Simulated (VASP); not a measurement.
Here is a VASP 6.6.1 calculation.

The input INCAR:

```
SYSTEM = Al2GaP3
PREC     = Accurate       ! precision mode
ENCUT    = 520            ! plane-wave cutoff, eV
EDIFF    = 1E-6           ! SCF threshold, eV
ISMEAR   = 0              ! smearing method
SIGMA    = 0.1            ! smearing width, eV
LREAL    = .FALSE.        ! projectors in reciprocal space
LASPH    = .TRUE.         ! aspherical terms in the spheres
NELM     = 80             ! most SCF steps
ALGO     = Normal         ! electronic algorithm
ISIF     = 2              ! what is computed and relaxed
LWAVE    = .FALSE.        ! write WAVECAR
LCHARG   = .FALSE.        ! write CHGCAR
GGA      = PE             ! functional
NBANDS   = 26             ! bands
```

Contents of KPOINTS:

```
Automatic mesh
0
G
  6 6 2
  0 0 0
```

File POSCAR:

```
Al2GaP3
1.0
    3.4052492400      0.0000000000      0.0000000000
    0.0000000000      3.4052492400      0.0000000000
    0.0000000000      0.0000000000      9.8286294600
Al Ga P
2 1 3
Direct
    0.0000000000      0.0000000000      0.9999432600
    0.5000000000      0.5000000000      0.5015775000
    0.5000000000      0.5000000000      0.1713354600
    0.0000000000      0.0000000000      0.6746923900
    0.0000000000      0.0000000000      0.3274696500
    0.5000000000      0.5000000000      0.8249817500
```

Potentials or basis: VASP PAW PBE potentials, release 64 (Al, Ga_d, P).

The run is started by

```bash
$ cat potpaw_PBE.64/Al/POTCAR potpaw_PBE.64/Ga_d/POTCAR potpaw_PBE.64/P/POTCAR > POTCAR
$ mpirun -np 1 vasp_std > vasp.out
```

(1) Estimate the largest force.

(2) Predict the band gap on the k mesh.

(3) What does it give for the pressure?

## Answers

(1) 0.847 eV/Å.

(2) zero (band 17 reaches 6.90 eV, above the bottom of band 18 at 4.46 eV).

(3) -10.8 GPa.
